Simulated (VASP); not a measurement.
# W (Im-3m) in VASP: a series of runs, part 2 of 2

VASP 6.6.1. Earlier steps stand in the parts before.

**5. Single point, LDA**

Contents of INCAR:

```
SYSTEM = W
  PREC = Accurate
  ENCUT = 520
  EDIFF = 1E-6
  ISMEAR = 1
  SIGMA = 0.1
  LREAL = .FALSE.
  LASPH = .TRUE.
  NELM = 60
  ALGO = Normal
  ISIF = 2
  LWAVE = .FALSE.
  LCHARG = .FALSE.
  NBANDS = 13
```

Contents of KPOINTS:

```
Automatic mesh
0
G
  14 14 14
  0 0 0
```

Contents of POSCAR:

```
W
1.0
   -1.5676867250      1.5676867250      1.5676867250
    1.5676867250     -1.5676867250      1.5676867250
    1.5676867250      1.5676867250     -1.5676867250
W
1
Direct
    0.0000000000      0.0000000000      0.0000000000
```

Potentials or basis: VASP PAW LDA potentials, release 64 (W_sv).

The run is started by

```console
$ cat potpaw_LDA.64/W_sv/POTCAR > POTCAR
$ mpirun -np 1 vasp_std > vasp.out
```

OUTCAR:

```text
SYSTEM = W
   PREC = Accurate
   ENCUT = 520
   EDIFF = 1E-6
   ISMEAR = 1
   LREAL = .FALSE.
   LASPH = .TRUE.
   NELM = 60
   ISIF = 2

 ion  position               nearest neighbor table
   1  0.000  0.000  0.000-

  LATTYP: Found a body centered cubic cell.
 ALAT       =     3.1353734500

  Lattice vectors:

 A1 = (  -1.5676867250,   1.5676867250,   1.5676867250)
 A2 = (   1.5676867250,  -1.5676867250,   1.5676867250)
 A3 = (   1.5676867250,   1.5676867250,  -1.5676867250)

Analysis of symmetry for initial positions (statically):
=====================================================================
 Subroutine PRICEL returns:
 Original cell was already a primitive cell.

 Routine SETGRP: Setting up the symmetry group for a
 body centered cubic supercell.

 Subroutine GETGRP returns: Found 48 space group operations
 (whereof 48 operations were pure point group operations)
 out of a pool of 48 trial point group operations.

The static configuration has the point symmetry O_h .

Analysis of symmetry for dynamics (positions and initial velocities):
=====================================================================
 Subroutine PRICEL returns:
 Original cell was already a primitive cell.

 Routine SETGRP: Setting up the symmetry group for a
 body centered cubic supercell.

 Subroutine GETGRP returns: Found 48 space group operations
 (whereof 48 operations were pure point group operations)
 out of a pool of 48 trial point group operations.

The dynamic configuration has the point symmetry O_h .

 Subroutine INISYM returns: Found 48 space group operations
 (whereof 48 operations are pure point group operations),
 and found     1 'primitive' translations

----------------------------------------------------------------------------------------

                                     Primitive cell

  volume of cell :      15.4112

  direct lattice vectors                    reciprocal lattice vectors
    -1.567686725  1.567686725  1.567686725     0.000000000  0.318941273  0.318941273
     1.567686725 -1.567686725  1.567686725     0.318941273  0.000000000  0.318941273
     1.567686725  1.567686725 -1.567686725     0.318941273  0.318941273  0.000000000

  length of vectors
     2.715313058  2.715313058  2.715313058     0.451051074  0.451051074  0.451051074

  position of ions in fractional coordinates (direct lattice)
     0.000000000  0.000000000  0.000000000

  ion indices of the primitive-cell ions
   primitive index   ion index
                 1           1

----------------------------------------------------------------------------------------

 KPOINTS: Automatic mesh

Automatic generation of k-mesh.
 Grid dimensions read from file:
 generate k-points for:   14   14   14

 Generating k-lattice:

  Cartesian coordinates                     Fractional coordinates (reciprocal lattice)
     0.000000000  0.022781520  0.022781520     0.071428571  0.000000000  0.000000000
     0.022781520  0.000000000  0.022781520     0.000000000  0.071428571  0.000000000
     0.022781520  0.022781520  0.000000000     0.000000000  0.000000000  0.071428571

  Length of vectors
     0.032217934  0.032217934  0.032217934

  Shift w.r.t. Gamma in fractional coordinates (k-lattice)
     0.000000000  0.000000000  0.000000000

 Subroutine IBZKPT returns following result:
 ===========================================

 Found    104 irreducible k-points:

 Following reciprocal coordinates:
            Coordinates               Weight
  0.000000  0.000000  0.000000      1.000000
  0.071429  0.000000  0.000000     12.000000
  0.142857  0.000000  0.000000     12.000000
  0.214286  0.000000  0.000000     12.000000
  0.285714  0.000000  0.000000     12.000000
  0.357143  0.000000  0.000000     12.000000
[... 16 lines left out ...]
  0.285714  0.285714  0.000000     24.000000
  0.357143  0.285714  0.000000     24.000000
 [... further k-points ...]
   k-points           NKPTS =    104   k-points in BZ     NKDIM =    104   number of bands    NBANDS=     13
   number of dos      NEDOS =    301   number of ions     NIONS =      1
   total plane-waves  NPLWV =   8000
   dimension x,y,z NGX =    20 NGY =   20 NGZ =   20
   dimension x,y,z NGXF=    40 NGYF=   40 NGZF=   40
   ions per type =               1
   NGX,Y,Z   is equivalent  to a cutoff of  12.25, 12.25, 12.25 a.u.
   NGXF,Y,Z  is equivalent  to a cutoff of  24.49, 24.49, 24.49 a.u.
 SYSTEM =  W
   PREC   = accura    normal or accurate (medium, high low for compatibility)
   ISTART =      0    job   : 0-new  1-cont  2-samecut
   ICHARG =      2    charge: 1-file 2-atom 10-const
   ISPIN  =      1    spin polarized calculation?
   LNONCOLLINEAR =      F non collinear calculations
   LSORBIT =      F    spin-orbit coupling
   LASPH  =      T    aspherical Exc in radial PAW
   ENCUT  =  520.0 eV  38.22 Ry    6.18 a.u.   5.05  5.05  5.05*2*pi/ulx,y,z
   NELM   =     60;   NELMIN=  2; NELMDL= -5     # of ELM steps
   EDIFF  = 0.1E-05   stopping-criterion for ELM
   LREAL  =      F    real-space projection
   EDIFFG = 0.1E-04   stopping-criterion for IOM
   NSW    =      0    number of steps for IOM
   IBRION =     -1    ionic relax: 0-MD 1-quasi-New 2-CG
   NFREE  =      0    steps in history (QN), initial steepest desc. (CG)
   ISIF   =      2    stress and relaxation
   ISYM   =      2    0-nonsym 1-usesym 2-fastsym
   POTIM  = 0.5000    time-step for ionic-motion
   TEBEG  =    0.0;   TEEND  =   0.0 temperature during run
   PSTRESS=    0.0 pullay stress
   NELECT =      14.0000    total number of electrons
   NUPDOWN=      -1.0000    fix difference up-down
   EMIN   =  10.00;   EMAX   =-10.00  energy-range for DOS
   EFERMI =   0.00;   METHOD = LEGACY
   ISMEAR =     1;   SIGMA  =   0.10  broadening in eV -4-tet -1-fermi 0-gaus
   EFERMI_NEDOS =   21; number of points for ismear=-14 and -15
   IALGO  =     38    algorithm
   IMIX   =      4    mixing-type and parameters
     AMIX     =   0.40;   BMIX     =  1.00
     AMIX_MAG =   1.60;   BMIX_MAG =  1.00
  volume/ion in A,a.u.               =      15.41       104.00
  Fermi-wavevector in a.u.,A,eV,Ry     =   1.585519  2.996197 34.203303  2.513872
  Thomas-Fermi vector in A             =   2.684971
   LORBIT       =      0    0 simple, 1 ext, 2 COOP (PROOUT), +10 PAW based schemes
   GGA     = CA    functional components
   LHFCALC =     F    Hartree Fock is set to
   AEXX    =    0.0000 exact exchange contribution
   IVDW    =     0    specifies the selected vdW correction
   LEPSILON=     F    determine dielectric tensor
   LRPA    =     F    only Hartree local field effects (RPA)
 non-spin polarized calculation
 Methfessel and Paxton  Order N= 1 SIGMA  =   0.10
  energy-cutoff  :      520.00
  volume of cell :       15.41
 maximum number of plane-waves:       432
   NGX =  9   NGY =  9   NGZ =  9

 number of electron      14.0000004 magnetization

 Free energy of the ion-electron system (eV)
  ---------------------------------------------------
  ext. energy  EPLUGINS =         0.00000000
  ---------------------------------------------------
  free energy    TOTEN  =       -14.09397572 eV

  energy without entropy =      -14.09281242  energy(sigma->0) =      -14.09358796

 E-fermi :  11.8872     XC(G=0): -13.9879

 val. band max:       11.8721184204   @ k =   0.4286   0.0714   0.0714
 cond. band min:      11.9083902899   @ k =  -0.4286   0.4286   0.2857
 fundamental gap:      0.0362718695
 Fermi energy:        11.8871908513

 k-point     1 :       0.0000    0.0000    0.0000
  band No.  band energies     occupation
      1     -61.9766      2.00000
      2     -25.7396      2.00000
      3     -25.7396      2.00000
      4     -25.7396      2.00000
      5       2.0362      2.00000
      6      10.4261      2.00000
      7      10.4261      2.00000
      8      10.4261      2.00000
      9      13.9897      0.00000
     10      13.9897      0.00000
     11      26.3711      0.00000
     12      26.3711      0.00000
     13      26.3711      0.00000
[... 353 lines left out ...]
 k-point    24 :       0.3571    0.2857    0.0000
  band No.  band energies     occupation
      1     -61.8012      2.00000
      2     -26.8453      2.00000
      3     -26.6264      2.00000
      4     -25.9206      2.00000
      5       7.1509      2.00000
      6       8.6802      2.00000
      7       9.4493      2.00000
      8      14.2655      0.00000
      9      14.8957      0.00000
     10      20.4003      0.00000
     11      22.3667      0.00000
     12      24.4538      0.00000
     13      29.2803      0.00000

 [... further k-points ...]

------------------------ aborting loop because EDIFF is reached ----------------------------------------

  FORCE on cell =-STRESS in cart. coord.  units (eV):
  Direction    XX          YY          ZZ          XY          YZ          ZX
  --------------------------------------------------------------------------------------
  -------------------------------------------------------------------------------------
  Total        0.1738168      0.1738168      0.1738168      0.0000000      0.0000000      0.0000000
  in kB       18.0702669     18.0702669     18.0702669      0.0000000      0.0000000      0.0000000
  external PRESSURE =      18.0702669 kB  Pullay stress =       0.0000000 kB

 VOLUME and BASIS-vectors are now :
 -----------------------------------------------------------------------------
  energy-cutoff  :      520.00
  volume of cell :       15.41
      direct lattice vectors                 reciprocal lattice vectors
    -1.567686725  1.567686725  1.567686725     0.000000000  0.318941273  0.318941273
     1.567686725 -1.567686725  1.567686725     0.318941273  0.000000000  0.318941273
     1.567686725  1.567686725 -1.567686725     0.318941273  0.318941273  0.000000000

 POSITION                                       TOTAL-FORCE (eV/Angst)
 -----------------------------------------------------------------------------------
      0.00000      0.00000      0.00000        -0.000000     -0.000000      0.000000
 -----------------------------------------------------------------------------------
    total drift:                                0.000000     -0.000000      0.000000

  FREE ENERGIE OF THE ION-ELECTRON SYSTEM (eV)
  ---------------------------------------------------
  free  energy   TOTEN  =       -14.0939757234 eV

  energy  without entropy=      -14.0928124190  energy(sigma->0) =      -14.09358796
```

stdout:

```text
POSCAR found type information on POSCAR W
 POSCAR found :  1 types and       1 ions
 scaLAPACK will be used
 LDA part: xc-table for (Slater(with rela. corr.)+CA(PZ))
 , standard interpolation
 POSCAR, INCAR and KPOINTS ok, starting setup
 FFT: planning ... GRIDC
 FFT: planning ... GRID_SOFT
 FFT: planning ... GRID
 WAVECAR not read
 entering main loop
```

It took 9.6 s on 1 thread of AMD EPYC 9R45 (Zen 5), shared host; peak memory 0.1 GiB.

Results:

```
Free energy            : -14.0940 eV
Pressure               : 1.8 GPa
Band gap on the k mesh : zero (band 7 reaches 17.09 eV, above the bottom of band 8 at 10.43 eV)
```

Caveat: spin-orbit coupling is left out, which moves the levels of the heavy elements.

**6. Overview**

| smearing | gap on the mesh (eV) | pressure (GPa) |
| --- | --- | --- |
| gaussian 1 eV | none | 2.8 |
| methfessel-paxton 0.01 eV | none | 1.8 |
| methfessel-paxton 0.03 eV | none | 1.8 |
| methfessel-paxton 0.1 eV | none | 1.8 |

Alike in all rows: task single point; level LDA; potentials or basis VASP PAW LDA potentials, release 64 (W_sv); no spin polarisation; cell as given; k mesh 14 × 14 × 14; cutoff (eV) 520.

Every run on the cell as given and a fine mesh finds a metal.

Caveats: spin-orbit coupling is left out, which moves the levels of the heavy elements.

Total energies depend on the potentials used, so only differences within one code and one set of settings carry meaning.
